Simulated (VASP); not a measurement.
# Ta (I4/mmm) in VASP: notebook

Ta is run at these levels: PBEsol; tasks: single point.

Program: VASP 6.6.1. These are calculated values, not measurements. Logs are shortened: lines on timing, memory, paths and dates and some standing lists are left out, and cuts for length are marked.

## Step 1: The cell of the first run

The structure is tetragonal, space group I4/mmm (No. 139). The conventional cell has a = 3.280 Å, b = 3.280 Å, c = 3.609 Å, α = 90.00°, β = 90.00°, γ = 90.00°. Ta (site symmetry 4/mmm) has 14 Ta at 2.94 to 3.61 Å within 3.9 Å.

## Step 2: Single point, PBEsol (normal strain along x +0.0000, normal strain along z +0.1000)

INCAR reads:

```
SYSTEM = Ta
PREC     = Accurate       ! precision mode
ENCUT    = 520            ! plane-wave cutoff, eV
EDIFF    = 1E-7           ! SCF threshold, eV
ISMEAR   = 0              ! smearing method
SIGMA    = 0.15           ! smearing width, eV
LREAL    = .FALSE.        ! projectors in reciprocal space
LASPH    = .TRUE.         ! aspherical terms in the spheres
NELM     = 100            ! most SCF steps
ALGO     = Fast           ! electronic algorithm
ISIF     = 2              ! what is computed and relaxed
LWAVE    = .FALSE.        ! write WAVECAR
LCHARG   = .FALSE.        ! write CHGCAR
GGA      = PS             ! functional
NBANDS   = 12             ! bands
```

KPOINTS reads:

```
Automatic mesh
0
G
  20 20 20
  0 0 0
```

POSCAR reads:

```
Ta
1.0
   -1.6402286350      1.6402286350      1.8042514985
    1.6402286350     -1.6402286350      1.8042514985
    1.6402286350      1.6402286350     -1.8042514985
Ta
1
Direct
    0.0000000000      0.0000000000      0.0000000000
```

Potentials or basis: VASP PAW PBE potentials, release 64 (Ta_pv).

Launch:

```console
$ cat potpaw_PBE.64/Ta_pv/POTCAR > POTCAR
$ mpirun -np 1 vasp_std > vasp.out
```

OUTCAR:

```text
SYSTEM = Ta
   PREC = Accurate
   ENCUT = 520
   EDIFF = 1E-7
   ISMEAR = 0
   LREAL = .FALSE.
   LASPH = .TRUE.
   NELM = 100
   ISIF = 2
   GGA = PS

 ion  position               nearest neighbor table
   1  0.000  0.000  0.000-

  LATTYP: Found a body centered tetragonal cell.
 ALAT       =     3.2804572700
 C/A-ratio  =     1.1000000000

  Lattice vectors:

 A1 = (  -1.6402286350,   1.6402286350,   1.8042514985)
 A2 = (   1.6402286350,  -1.6402286350,   1.8042514985)
 A3 = (   1.6402286350,   1.6402286350,  -1.8042514985)

Analysis of symmetry for initial positions (statically):
=====================================================================
 Subroutine PRICEL returns:
 Original cell was already a primitive cell.

 Routine SETGRP: Setting up the symmetry group for a
 body centered tetragonal supercell.

 Subroutine GETGRP returns: Found 16 space group operations
 (whereof 16 operations were pure point group operations)
 out of a pool of 16 trial point group operations.

The static configuration has the point symmetry D_4h.

Analysis of symmetry for dynamics (positions and initial velocities):
=====================================================================
 Subroutine PRICEL returns:
 Original cell was already a primitive cell.

 Routine SETGRP: Setting up the symmetry group for a
 body centered tetragonal supercell.

 Subroutine GETGRP returns: Found 16 space group operations
 (whereof 16 operations were pure point group operations)
 out of a pool of 16 trial point group operations.

The dynamic configuration has the point symmetry D_4h.

 Subroutine INISYM returns: Found 16 space group operations
 (whereof 16 operations are pure point group operations),
 and found     1 'primitive' translations

----------------------------------------------------------------------------------------

                                     Primitive cell

  volume of cell :      19.4163

  direct lattice vectors                    reciprocal lattice vectors
    -1.640228635  1.640228635  1.804251498     0.000000000  0.304835551  0.277123228
     1.640228635 -1.640228635  1.804251498     0.304835551  0.000000000  0.277123228
     1.640228635  1.640228635 -1.804251498     0.304835551  0.304835551  0.000000000

  length of vectors
     2.938711183  2.938711183  2.938711183     0.411973296  0.411973296  0.431102571

  position of ions in fractional coordinates (direct lattice)
     0.000000000  0.000000000  0.000000000

  ion indices of the primitive-cell ions
   primitive index   ion index
                 1           1

----------------------------------------------------------------------------------------

 KPOINTS: Automatic mesh

Automatic generation of k-mesh.
 Grid dimensions read from file:
 generate k-points for:   20   20   20

 Generating k-lattice:

  Cartesian coordinates                     Fractional coordinates (reciprocal lattice)
     0.000000000  0.015241778  0.013856161     0.050000000  0.000000000 -0.000000000
     0.015241778  0.000000000  0.013856161     0.000000000  0.050000000 -0.000000000
     0.015241778  0.015241778  0.000000000     0.000000000  0.000000000  0.050000000

  Length of vectors
     0.020598665  0.020598665  0.021555129

  Shift w.r.t. Gamma in fractional coordinates (k-lattice)
     0.000000000  0.000000000  0.000000000

 Subroutine IBZKPT returns following result:
 ===========================================

 Found    641 irreducible k-points:

 Following reciprocal coordinates:
            Coordinates               Weight
  0.000000  0.000000  0.000000      1.000000
  0.050000  0.000000  0.000000      8.000000
  0.100000  0.000000 -0.000000      8.000000
  0.150000  0.000000 -0.000000      8.000000
  0.200000  0.000000 -0.000000      8.000000
  0.250000  0.000000  0.000000      8.000000
[... 16 lines left out ...]
 -0.400000  0.050000  0.000000     16.000000
 -0.350000  0.050000  0.000000     16.000000
 [... further k-points ...]
   k-points           NKPTS =    641   k-points in BZ     NKDIM =    641   number of bands    NBANDS=     12
   number of dos      NEDOS =    301   number of ions     NIONS =      1
   total plane-waves  NPLWV =  13824
   dimension x,y,z NGX =    24 NGY =   24 NGZ =   24
   dimension x,y,z NGXF=    48 NGYF=   48 NGZF=   48
   ions per type =               1
   NGX,Y,Z   is equivalent  to a cutoff of  13.58, 13.58, 13.58 a.u.
   NGXF,Y,Z  is equivalent  to a cutoff of  27.15, 27.15, 27.15 a.u.
 SYSTEM =  Ta
   PREC   = accura    normal or accurate (medium, high low for compatibility)
   ISTART =      0    job   : 0-new  1-cont  2-samecut
   ICHARG =      2    charge: 1-file 2-atom 10-const
   ISPIN  =      1    spin polarized calculation?
   LNONCOLLINEAR =      F non collinear calculations
   LSORBIT =      F    spin-orbit coupling
   LASPH  =      T    aspherical Exc in radial PAW
   ENCUT  =  520.0 eV  38.22 Ry    6.18 a.u.   5.46  5.46  5.46*2*pi/ulx,y,z
   NELM   =    100;   NELMIN=  2; NELMDL= -5     # of ELM steps
   EDIFF  = 0.1E-06   stopping-criterion for ELM
   LREAL  =      F    real-space projection
   EDIFFG = 0.1E-05   stopping-criterion for IOM
   NSW    =      0    number of steps for IOM
   IBRION =     -1    ionic relax: 0-MD 1-quasi-New 2-CG
   NFREE  =      0    steps in history (QN), initial steepest desc. (CG)
   ISIF   =      2    stress and relaxation
   ISYM   =      2    0-nonsym 1-usesym 2-fastsym
   POTIM  = 0.5000    time-step for ionic-motion
   TEBEG  =    0.0;   TEEND  =   0.0 temperature during run
   PSTRESS=    0.0 pullay stress
   NELECT =      11.0000    total number of electrons
   NUPDOWN=      -1.0000    fix difference up-down
   EMIN   =  10.00;   EMAX   =-10.00  energy-range for DOS
   EFERMI =   0.00;   METHOD = LEGACY
   ISMEAR =     0;   SIGMA  =   0.15  broadening in eV -4-tet -1-fermi 0-gaus
   EFERMI_NEDOS =   21; number of points for ismear=-14 and -15
   IALGO  =     68    algorithm
   IMIX   =      4    mixing-type and parameters
     AMIX     =   0.40;   BMIX     =  1.00
     AMIX_MAG =   1.60;   BMIX_MAG =  1.00
  volume/ion in A,a.u.               =      19.42       131.03
  Fermi-wavevector in a.u.,A,eV,Ry     =   1.354619  2.559858 24.966585  1.834992
  Thomas-Fermi vector in A             =   2.481775
   LORBIT       =      0    0 simple, 1 ext, 2 COOP (PROOUT), +10 PAW based schemes
   GGA     = PS    functional components
   LHFCALC =     F    Hartree Fock is set to
   AEXX    =    0.0000 exact exchange contribution
   IVDW    =     0    specifies the selected vdW correction
   LEPSILON=     F    determine dielectric tensor
   LRPA    =     F    only Hartree local field effects (RPA)
 non-spin polarized calculation
 RMM-DIIS sequential band-by-band and
 Gauss-broadening in eV      SIGMA  =   0.15
  energy-cutoff  :      520.00
  volume of cell :       19.42
 maximum number of plane-waves:       540
 NGX is ok and might be reduce to    24
   NGX = 11   NGY = 11   NGZ = 11

 number of electron      11.0000002 magnetization

 Free energy of the ion-electron system (eV)
  ---------------------------------------------------
  ext. energy  EPLUGINS =         0.00000000
  ---------------------------------------------------
  free energy    TOTEN  =       -12.43334189 eV

  energy without entropy =      -12.41657616  energy(sigma->0) =      -12.42495902

 E-fermi :   4.7718     XC(G=0): -12.3482

 val. band max:        4.7713327610   @ k =   0.2000   0.0000  -0.0000
 cond. band min:       4.7719103799   @ k =  -0.2000   0.3500   0.1000
 fundamental gap:      0.0005776189
 Fermi energy:         4.7717640757

 k-point     1 :       0.0000    0.0000    0.0000
  band No.  band energies     occupation
      1     -28.6002      2.00000
      2     -28.5875      2.00000
      3     -28.5875      2.00000
      4      -2.9004      2.00000
      5       5.1875      0.00009
      6       5.1875      0.00009
      7       6.2103      0.00000
      8       7.6762      0.00000
      9       9.0297      0.00000
     10      18.4904      0.00000
     11      20.0311      0.00000
     12      20.0311      0.00000

 k-point     2 :       0.0500    0.0000    0.0000
  band No.  band energies     occupation
      1     -28.6193      2.00000
      2     -28.5942      2.00000
      3     -28.5927      2.00000
      4      -2.8006      2.00000
      5       5.1749      0.00014
      6       5.2142      0.00003
      7       6.2178      0.00000
      8       7.6177      0.00000
      9       8.9814      0.00000
     10      18.6845      0.00000
     11      20.1487      0.00000
     12      20.2048      0.00000

 k-point     3 :       0.1000    0.0000   -0.0000
  band No.  band energies     occupation
      1     -28.6881      2.00000
      2     -28.6137      2.00000
      3     -28.5939      2.00000
      4      -2.5083      2.00000
      5       5.1192      0.00105
      6       5.2300      0.00002
      7       6.3140      0.00000
      8       7.4817      0.00000
      9       8.8706      0.00000
     10      19.1660      0.00000
     11      20.4349      0.00000
     12      20.7129      0.00000
[... 286 lines left out ...]
 k-point    23 :      -0.4000    0.0500    0.0000
  band No.  band energies     occupation
      1     -29.3905      2.00000
      2     -28.8223      2.00000
      3     -28.6069      2.00000
      4       0.4959      2.00000
      5       4.0218      2.00000
      6       4.8151      0.68269
      7       7.5418      0.00000
      8       9.2784      0.00000
      9      10.2908      0.00000
     10      16.4356      0.00000
     11      17.6000      0.00000
     12      19.1381      0.00000

 k-point    24 :      -0.3500    0.0500    0.0000
  band No.  band energies     occupation
      1     -29.2823      2.00000
      2     -28.7873      2.00000
      3     -28.6077      2.00000
      4       0.1470      2.00000
      5       4.2230      2.00000
      6       4.4996      1.98971
      7       7.4832      0.00000
      8       9.0645      0.00000
      9       9.3747      0.00000
     10      17.5158      0.00000
     11      18.4909      0.00000
     12      19.1497      0.00000

 [... further k-points ...]
[... 5 lines left out ...]
  --------------------------------------------------------------------------------------
  -------------------------------------------------------------------------------------
  Total       -1.5971561     -1.5971561     -2.5021141      0.0000000     -0.0000000      0.0000000
  in kB     -131.7929266   -131.7929266   -206.4675682      0.0000000     -0.0000000      0.0000000
  external PRESSURE =    -156.6844738 kB  Pullay stress =       0.0000000 kB

 VOLUME and BASIS-vectors are now :
 -----------------------------------------------------------------------------
  energy-cutoff  :      520.00
  volume of cell :       19.42
      direct lattice vectors                 reciprocal lattice vectors
    -1.640228635  1.640228635  1.804251498     0.000000000  0.304835551  0.277123228
     1.640228635 -1.640228635  1.804251498     0.304835551  0.000000000  0.277123228
     1.640228635  1.640228635 -1.804251498     0.304835551  0.304835551  0.000000000

 POSITION                                       TOTAL-FORCE (eV/Angst)
 -----------------------------------------------------------------------------------
      0.00000      0.00000      0.00000        -0.000000      0.000000     -0.000000
 -----------------------------------------------------------------------------------
    total drift:                               -0.000000      0.000000      0.000000

  FREE ENERGIE OF THE ION-ELECTRON SYSTEM (eV)
  ---------------------------------------------------
  free  energy   TOTEN  =       -12.4333418895 eV

  energy  without entropy=      -12.4165761600  energy(sigma->0) =      -12.42495902
```

Run time: 49 s. Hardware: 1 thread of Intel Xeon 6975P-C (Granite Rapids), shared host; peak memory 0.26 GiB.

What came out:

```
Free energy : -12.4333 eV
Pressure    : -15.7 GPa
```

Stress tensor (GPa, compression positive):
```
-13.18   0.00   0.00
  0.00 -13.18   0.00
  0.00   0.00 -20.65
```

Caveat: the cell differs from its parent crystal (normal strain along x +0.0000, normal strain along z +0.1000); the PAW data sets were made with another functional, which shifts forces and pressure a little; spin-orbit coupling is left out, which moves the levels of the heavy elements.

## Step 3: Single point, PBEsol (normal strain along x +0.1100, normal strain along z +0.0000)

INCAR reads:

```
PREC     = Accurate       # precision mode
ENCUT    = 520            # plane-wave cutoff, eV
EDIFF    = 1E-7           # SCF threshold, eV
ISMEAR   = 0              # smearing method
SIGMA    = 0.15           # smearing width, eV
LREAL    = F              # projectors in reciprocal space
LASPH    = T              # aspherical terms in the spheres
NELM     = 60             # most SCF steps
ALGO     = Fast           # electronic algorithm
ISIF     = 2              # what is computed and relaxed
LWAVE    = F              # write WAVECAR
LCHARG   = F              # write CHGCAR
GGA      = PS             # functional
NBANDS   = 12             # bands
```

KPOINTS reads:

```
Automatic mesh
0
Gamma
  20 20 20
```

POSCAR reads:

```
Ta
1.0
   -1.8206537848      1.6402286350      1.6402286350
    1.8206537848     -1.6402286350      1.6402286350
    1.8206537848      1.6402286350     -1.6402286350
Ta
1
Direct
    0.0000000000      0.0000000000      0.0000000000
```

Potentials or basis: VASP PAW PBE potentials, release 64 (Ta_pv).

Launch:

```console
$ cat potpaw_PBE.64/Ta_pv/POTCAR > POTCAR
$ mpirun -np 1 vasp_std > vasp.out
```

Run time: 48 s. Hardware: 1 thread of Intel Xeon 6975P-C (Granite Rapids), shared host; peak memory 0.26 GiB.

Results (log left out):

```yaml
Free_energy: -12.4099 eV
Pressure: -16.8 GPa
```

Stress tensor (GPa, compression positive):
```
-22.01   0.00   0.00
  0.00 -14.26   0.00
  0.00   0.00 -14.26
```

Levels at points of the mesh, in eV from the Fermi level:
```
           k point  band 1  band 2  band 3  band 4  band 5  band 6  band 7  band 8  band 9  band 10
(0.00, 0.00, 0.00)  -33.42  -33.40  -33.40   -7.64    0.40    0.40    1.49    2.80    4.24    13.60
(0.50, 0.00, 0.00)  -34.27  -33.75  -33.47   -4.01   -2.08    1.70    4.48    4.96    7.09    10.74
(0.00, 0.50, 0.00)  -34.31  -33.66  -33.41   -4.11   -0.91    1.04    2.57    4.63    6.75    10.12
(0.50, 0.50, 0.50)  -34.16  -33.96  -33.96   -3.54   -3.23    5.90    6.22    6.27    6.27     8.78
```

Caveat: the cell differs from its parent crystal (normal strain along x +0.1100, normal strain along z +0.0000); the PAW data sets were made with another functional, which shifts forces and pressure a little; spin-orbit coupling is left out, which moves the levels of the heavy elements.
